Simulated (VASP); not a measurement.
Input of a VASP 6.6.1 run:

Contents of INCAR:

```
ALGO = Normal
EDIFF = 1E-6
ENCUT = 520
GGA = PE
ISIF = 2
ISMEAR = 0
LASPH = True
LCHARG = False
LREAL = False
LWAVE = False
NBANDS = 21
NELM = 80
PREC = Accurate
SIGMA = 0.1
```

The input KPOINTS:

```
k-points
0
Gamma
  8 8 4
```

Contents of POSCAR:

```
BN
1.0
    2.1737896000      0.0000000000      0.0000000000
    0.0000000000      2.4537055800      0.0000000000
    0.0000000000      0.0000000000      5.6693233000
B N
3 3
Direct
    0.5000000000      0.5000000000      0.1780484600
    0.5000000000      0.5000000000      0.8219515400
    0.0000000000      0.0000000000      0.5000000000
    0.5000000000      0.0000000000      0.3219515400
    0.0000000000      0.5000000000      0.0000000000
    0.5000000000      0.0000000000      0.6780484600
```

Potentials or basis: VASP PAW PBE potentials, release 64 (B, N).

Run with:

```sh
$ cat potpaw_PBE.64/B/POTCAR potpaw_PBE.64/N/POTCAR > POTCAR
$ mpirun -np 1 vasp_std > vasp.out
```

Task: Estimate the largest force.

Result: 2.896 eV/Å.

Task: What does it give for the pressure?

Result: 119.2 GPa.

Task: Predict the band gap on the k mesh.

Result: Zero (band 12 reaches 11.89 eV, above the bottom of band 13 at 8.39 eV).

Forces in eV/Å, atoms in the order of the input:
```
B    0.000  0.000 -2.306
B    0.000  0.000  2.306
B    0.000  0.000  0.000
N    0.000  0.000 -2.896
N    0.000  0.000  0.000
N    0.000  0.000  2.896
```

Caveat: the k points lie up to 0.36 Å⁻¹ apart; forces of over 1 eV/Å act on the atoms, so gaps and moduli don't describe the material at rest.
